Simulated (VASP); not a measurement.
# AlNi (Pm-3m) in VASP: notebook, part 2 of 2

VASP 6.6.1.

### Step 3. Relaxation of cell and atoms, PBEsol

This run uses another cell than the first one, of 11.69 Å³/atom, 0.997 times its volume.

File INCAR:

```
SYSTEM = AlNi
PREC = Accurate
ENCUT = 600
EDIFF = 1E-6
ISMEAR = 0
SIGMA = 0.1
LREAL = .FALSE.
LASPH = .TRUE.
NELM = 100
ALGO = Normal
ISIF = 3
LWAVE = .FALSE.
LCHARG = .FALSE.
GGA = PS
IBRION = 2
NSW = 100
EDIFFG = -0.005
```

File KPOINTS:

```
regular mesh
0
G
  14 14 14
  0 0 0
```

File POSCAR:

```
AlNi
1.0
    2.8597112900      0.0000000000      0.0000000000
    0.0000000000      2.8597112900      0.0000000000
    0.0000000000      0.0000000000      2.8597112900
Al Ni
1 1
Direct
    0.5000000000      0.5000000000      0.5000000000
    0.0000000000      0.0000000000      0.0000000000
```

Potentials or basis: VASP PAW PBE potentials, release 64 (Al, Ni).

Run with:

```console
cat potpaw_PBE.64/Al/POTCAR potpaw_PBE.64/Ni/POTCAR > POTCAR
mpirun -np 1 vasp_std > vasp.out
```

OUTCAR:

```text
SYSTEM = AlNi
   PREC = Accurate
   ENCUT = 600
   EDIFF = 1E-6
   ISMEAR = 0
   LREAL = .FALSE.
   LASPH = .TRUE.
   NELM = 100
   ISIF = 3
   GGA = PS
   IBRION = 2
   NSW = 100
   EDIFFG = -0.005

 ion  position               nearest neighbor table
   1  0.500  0.500  0.500-   2 2.48   2 2.48   2 2.48   2 2.48   2 2.48   2 2.48   2 2.48   2 2.48

   2  0.000  0.000  0.000-   1 2.48   1 2.48   1 2.48   1 2.48   1 2.48   1 2.48   1 2.48   1 2.48

  LATTYP: Found a simple cubic cell.
 ALAT       =     2.8597112900

  Lattice vectors:

 A1 = (   2.8597112900,   0.0000000000,   0.0000000000)
 A2 = (   0.0000000000,   2.8597112900,   0.0000000000)
 A3 = (   0.0000000000,   0.0000000000,   2.8597112900)

Analysis of symmetry for initial positions (statically):
=====================================================================
 Subroutine PRICEL returns:
 Original cell was already a primitive cell.

 Routine SETGRP: Setting up the symmetry group for a
 simple cubic supercell.

 Subroutine GETGRP returns: Found 48 space group operations
 (whereof 48 operations were pure point group operations)
 out of a pool of 48 trial point group operations.

The static configuration has the point symmetry O_h .

Analysis of symmetry for dynamics (positions and initial velocities):
=====================================================================
 Subroutine PRICEL returns:
 Original cell was already a primitive cell.

 Routine SETGRP: Setting up the symmetry group for a
 simple cubic supercell.

 Subroutine GETGRP returns: Found 48 space group operations
 (whereof 48 operations were pure point group operations)
 out of a pool of 48 trial point group operations.

The dynamic configuration has the point symmetry O_h .

 Subroutine INISYM returns: Found 48 space group operations
 (whereof 48 operations are pure point group operations),
 and found     1 'primitive' translations

----------------------------------------------------------------------------------------

                                     Primitive cell

  volume of cell :      23.3866

  direct lattice vectors                    reciprocal lattice vectors
     2.859711290  0.000000000  0.000000000     0.349685650  0.000000000  0.000000000
     0.000000000  2.859711290  0.000000000     0.000000000  0.349685650  0.000000000
     0.000000000  0.000000000  2.859711290     0.000000000  0.000000000  0.349685650

  length of vectors
     2.859711290  2.859711290  2.859711290     0.349685650  0.349685650  0.349685650

  position of ions in fractional coordinates (direct lattice)
     0.500000000  0.500000000  0.500000000
     0.000000000  0.000000000  0.000000000

  ion indices of the primitive-cell ions
   primitive index   ion index
                 1           1
                 2           2

----------------------------------------------------------------------------------------

 KPOINTS: regular mesh

[... 46 lines left out ...]
  0.285714  0.214286  0.000000     24.000000
  0.357143  0.214286  0.000000     24.000000
 [... further k-points ...]
   k-points           NKPTS =    120   k-points in BZ     NKDIM =    120   number of bands    NBANDS=     10
   number of dos      NEDOS =    301   number of ions     NIONS =      2
   total plane-waves  NPLWV =  13824
   dimension x,y,z NGX =    24 NGY =   24 NGZ =   24
   dimension x,y,z NGXF=    48 NGYF=   48 NGZF=   48
   ions per type =               1   1
   NGX,Y,Z   is equivalent  to a cutoff of  13.95, 13.95, 13.95 a.u.
   NGXF,Y,Z  is equivalent  to a cutoff of  27.90, 27.90, 27.90 a.u.
 SYSTEM =  AlNi
   PREC   = accura    normal or accurate (medium, high low for compatibility)
   ISTART =      0    job   : 0-new  1-cont  2-samecut
   ICHARG =      2    charge: 1-file 2-atom 10-const
   ISPIN  =      1    spin polarized calculation?
   LNONCOLLINEAR =      F non collinear calculations
   LSORBIT =      F    spin-orbit coupling
   LASPH  =      T    aspherical Exc in radial PAW
   ENCUT  =  600.0 eV  44.10 Ry    6.64 a.u.   5.71  5.71  5.71*2*pi/ulx,y,z
   NELM   =    100;   NELMIN=  2; NELMDL= -5     # of ELM steps
   EDIFF  = 0.1E-05   stopping-criterion for ELM
   LREAL  =      F    real-space projection
   EDIFFG = -.5E-02   stopping-criterion for IOM
   NSW    =    100    number of steps for IOM
   IBRION =      2    ionic relax: 0-MD 1-quasi-New 2-CG
   NFREE  =      1    steps in history (QN), initial steepest desc. (CG)
   ISIF   =      3    stress and relaxation
   ISYM   =      2    0-nonsym 1-usesym 2-fastsym
   POTIM  = 0.5000    time-step for ionic-motion
   TEBEG  =    0.0;   TEEND  =   0.0 temperature during run
   PSTRESS=    0.0 pullay stress
   NELECT =      13.0000    total number of electrons
   NUPDOWN=      -1.0000    fix difference up-down
   EMIN   =  10.00;   EMAX   =-10.00  energy-range for DOS
   EFERMI =   0.00;   METHOD = LEGACY
   ISMEAR =     0;   SIGMA  =   0.10  broadening in eV -4-tet -1-fermi 0-gaus
   EFERMI_NEDOS =   21; number of points for ismear=-14 and -15
   IALGO  =     38    algorithm
   IMIX   =      4    mixing-type and parameters
     AMIX     =   0.40;   BMIX     =  1.00
     AMIX_MAG =   1.60;   BMIX_MAG =  1.00
  volume/ion in A,a.u.               =      11.69        78.91
  Fermi-wavevector in a.u.,A,eV,Ry     =   1.346068  2.543700 24.652394  1.811900
  Thomas-Fermi vector in A             =   2.473930
   LORBIT       =      0    0 simple, 1 ext, 2 COOP (PROOUT), +10 PAW based schemes
   GGA     = PS    functional components
   LHFCALC =     F    Hartree Fock is set to
   AEXX    =    0.0000 exact exchange contribution
   IVDW    =     0    specifies the selected vdW correction
   LEPSILON=     F    determine dielectric tensor
   LRPA    =     F    only Hartree local field effects (RPA)
 conjugate gradient relaxation of ions
 non-spin polarized calculation
 Gauss-broadening in eV      SIGMA  =   0.10
  energy-cutoff  :      600.00
  volume of cell :       23.39
 maximum number of plane-waves:       804
 NGX is ok and might be reduce to    24
   NGX = 11   NGY = 11   NGZ = 11

--------------------------------------- Ionic step        1  -------------------------------------------

 number of electron      13.0000010 magnetization

 Free energy of the ion-electron system (eV)
  ---------------------------------------------------
  ext. energy  EPLUGINS =         0.00000000
  ---------------------------------------------------
  free energy    TOTEN  =       -11.58684787 eV

  energy without entropy =      -11.58180287  energy(sigma->0) =      -11.58432537

------------------------ aborting loop because EDIFF is reached ----------------------------------------

  FORCE on cell =-STRESS in cart. coord.  units (eV):
  Direction    XX          YY          ZZ          XY          YZ          ZX
  --------------------------------------------------------------------------------------
  -------------------------------------------------------------------------------------
  Total        0.0857712      0.0857712      0.0857712     -0.0000000      0.0000000     -0.0000000
  in kB        5.8760532      5.8760532      5.8760532     -0.0000000      0.0000000     -0.0000000
  external PRESSURE =       5.8760532 kB  Pullay stress =       0.0000000 kB
[... 59 lines left out ...]
--------------------------------------- Ionic step        3  -------------------------------------------

 number of electron      13.0000011 magnetization

 Free energy of the ion-electron system (eV)
  ---------------------------------------------------
  ext. energy  EPLUGINS =         0.00000000
  ---------------------------------------------------
  free energy    TOTEN  =       -11.58698858 eV

  energy without entropy =      -11.58193900  energy(sigma->0) =      -11.58446379

 E-fermi :  10.1203     XC(G=0): -12.2582

 val. band max:       10.1201052842   @ k =   0.3571   0.1429   0.1429
 cond. band min:      10.1512219121   @ k =   0.5000   0.5000   0.2857
 fundamental gap:      0.0311166279
 Fermi energy:        10.1202536159

 k-point     1 :       0.0000    0.0000    0.0000
  band No.  band energies     occupation
      1      -1.1218      2.00000
      2       6.8200      2.00000
      3       6.8200      2.00000
      4       8.5673      2.00000
      5       8.5673      2.00000
      6       8.5673      2.00000
      7      15.7256      0.00000
      8      15.7256      0.00000
      9      15.7256      0.00000
     10      18.3560      0.00000
[... 287 lines left out ...]
 k-point    24 :       0.3571    0.2143    0.0000
  band No.  band energies     occupation
      1       1.9522      2.00000
      2       5.8260      2.00000
      3       7.2154      2.00000
      4       7.7666      2.00000
      5       8.0241      2.00000
      6       8.3703      2.00000
      7      10.0476      1.69604
      8      13.9563      0.00000
      9      18.0573      0.00000
     10      19.4156      0.00000

 [... further k-points ...]
[... 5 lines left out ...]
  --------------------------------------------------------------------------------------
  -------------------------------------------------------------------------------------
  Total        0.0017448      0.0017448      0.0017448      0.0000000      0.0000000      0.0000000
  in kB        0.1191380      0.1191380      0.1191380      0.0000000      0.0000000      0.0000000
  external PRESSURE =       0.1191380 kB  Pullay stress =       0.0000000 kB
[... 17 lines left out ...]
  FREE ENERGIE OF THE ION-ELECTRON SYSTEM (eV)
  ---------------------------------------------------
  free  energy   TOTEN  =       -11.5869885842 eV

  energy  without entropy=      -11.5819390030  energy(sigma->0) =      -11.58446379

 reached required accuracy - stopping structural energy minimisation
```

OSZICAR:

```text
N       E                     dE             d eps       ncg     rms          rms(c)
DAV:   1     0.439129511434E+02    0.43913E+02   -0.63200E+03  2424   0.155E+03
DAV:   2    -0.117621210005E+02   -0.55675E+02   -0.52953E+02  2412   0.220E+02
DAV:   3    -0.132105282833E+02   -0.14484E+01   -0.14312E+01  2866   0.462E+01
DAV:   4    -0.132342449149E+02   -0.23717E-01   -0.23706E-01  2880   0.525E+00
[... 21 lines left out ...]
DAV:   2    -0.115917072144E+02   -0.24696E-02   -0.81651E-02  2686   0.495E+00    0.554E-01
DAV:   3    -0.115870425595E+02    0.46647E-02   -0.32354E-02  2674   0.318E+00    0.616E-02
DAV:   4    -0.115869900863E+02    0.52473E-04   -0.19440E-04  2434   0.146E-01    0.130E-02
DAV:   5    -0.115869886585E+02    0.14278E-05   -0.11578E-05  3152   0.519E-02    0.377E-03
DAV:   6    -0.115869885842E+02    0.74266E-07   -0.44279E-07  1304   0.779E-03
   3 F= -.11586989E+02 E0= -.11584464E+02  d E =-.140711E-03
```

CONTCAR:

```text
AlNi
   1.00000000000000
     2.8628712595348413   -0.0000000000000000   -0.0000000000000000
    -0.0000000000000000    2.8628712595348413    0.0000000000000000
    -0.0000000000000000    0.0000000000000000    2.8628712595348413
  Al              Ni
     1     1
Direct
     0.5000000000000000    0.5000000000000000    0.5000000000000000
     0.0000000000000000    0.0000000000000000    0.0000000000000000

  0.00000000E+00  0.00000000E+00  0.00000000E+00
  0.00000000E+00  0.00000000E+00  0.00000000E+00
```

It took 22 s on 1 thread of Intel Xeon Platinum 8488C (Sapphire Rapids), shared host; peak memory 0.17 GiB.

Results:

| Item | Value |
| --- | --- |
| Free energy | -11.5870 eV |
| Relaxed volume | 11.73 Å³/atom |
| Relaxed cell | a = 2.863 Å, b = 2.863 Å, c = 2.863 Å, α = 90.00°, β = 90.00°, γ = 90.00° |
| Space group after relaxing (to 0.05 Å) | Pm-3m (No. 221) |
| Energy gained by relaxing | 0.1 meV/atom |
| Ionic steps | 3 |
| Pressure after relaxing | 0.0 GPa |

The path:
```
step  energy change (eV)  largest force (eV/Å)  pressure (GPa)  volume (Å³)
   1              0.0000                0.0000            0.59        23.39
   2              0.0000                0.0000           -0.49        23.53
   3             -0.0001                0.0000            0.01        23.46
```

Final structure:
```yaml
crystal:
  lattice:
    - [2.86287, 0.00000, 0.00000]
    - [0.00000, 2.86287, 0.00000]
    - [0.00000, 0.00000, 2.86287]
  atoms:
    - { symbol: Al, position: [0.50000, 0.50000, 0.50000] }
    - { symbol: Ni, position: [0.00000, 0.00000, 0.00000] }
```

Caveat: the PAW data sets were made with another functional, which shifts forces and pressure a little.

### Step 4. Single point, PBEsol

This run uses another cell than the first one, of 11.69 Å³/atom, 0.997 times its volume.

File INCAR:

```
SYSTEM = AlNi
PREC     = Accurate       ! precision mode
ENCUT    = 600            ! plane-wave cutoff, eV
EDIFF    = 1E-6           ! SCF threshold, eV
ISMEAR   = 0              ! smearing method
SIGMA    = 0.1            ! smearing width, eV
LREAL    = .False.        ! projectors in reciprocal space
LASPH    = .True.         ! aspherical terms in the spheres
NELM     = 120            ! most SCF steps
ALGO     = Normal         ! electronic algorithm
ISIF     = 2              ! what is computed and relaxed
LWAVE    = .False.        ! write WAVECAR
LCHARG   = .False.        ! write CHGCAR
GGA      = PS             ! functional
NBANDS   = 14             ! bands
GGA_COMPAT= .False.
```

File KPOINTS:

```
Automatic mesh
0
Gamma
  6 6 6
  0 0 0
```

POSCAR is that of step 3.

Run with:

```console
cat potpaw_PBE.64/Al/POTCAR potpaw_PBE.64/Ni/POTCAR > POTCAR
mpirun -np 1 vasp_std > vasp.out
```

It took 4.3 s on 1 thread of Intel Xeon 6975P-C (Granite Rapids), shared host; peak memory 0.14 GiB.

It converged, with:

```yaml
Free_energy: -11.5594 eV
Pressure: 0.8 GPa
```

Levels at points of the mesh, in eV from the Fermi level:
```csv
k point,band 5,band 6,band 7,band 8,band 9,band 10
"(0.00, 0.00, 0.00)",-1.66,-1.66,5.54,5.54,5.54,8.17
"(0.50, 0.00, 0.00)",-2.38,-1.57,-0.73,8.28,10.05,10.05
"(0.50, 0.50, 0.00)",-2.21,-2.21,-1.11,1.44,2.55,12.49
"(0.50, 0.50, 0.50)",-1.08,1.91,1.91,1.91,3.88,4.52
```

Caveat: the k points lie up to 0.37 Å⁻¹ apart; the PAW data sets were made with another functional, which shifts forces and pressure a little. Spin polarisation is off, so any magnetic state and its effect on volume and gap are missing.

### Step 5. Overview

```csv
task,cell,k mesh,cutoff (eV),gap on the mesh (eV),pressure (GPa)
single point,"a = 2.862 Å, 2 atoms",14 × 14 × 14,520,none,0.1
relaxation of cell and atoms,"relaxed from a = 2.860 Å, 2 atoms",14 × 14 × 14,600,none,0.0
single point,"a = 2.860 Å, 2 atoms",6 × 6 × 6,600,none,0.8
```

Alike in all rows: level PBEsol; potentials or basis VASP PAW PBE potentials, release 64 (Al, Ni); no spin polarisation; smearing gaussian 0.1 eV.

Caveats: some runs use coarse meshes; the PAW data sets were made with another functional, which shifts forces and pressure a little.

Absolute energies hang on the potentials; compare differences alone.
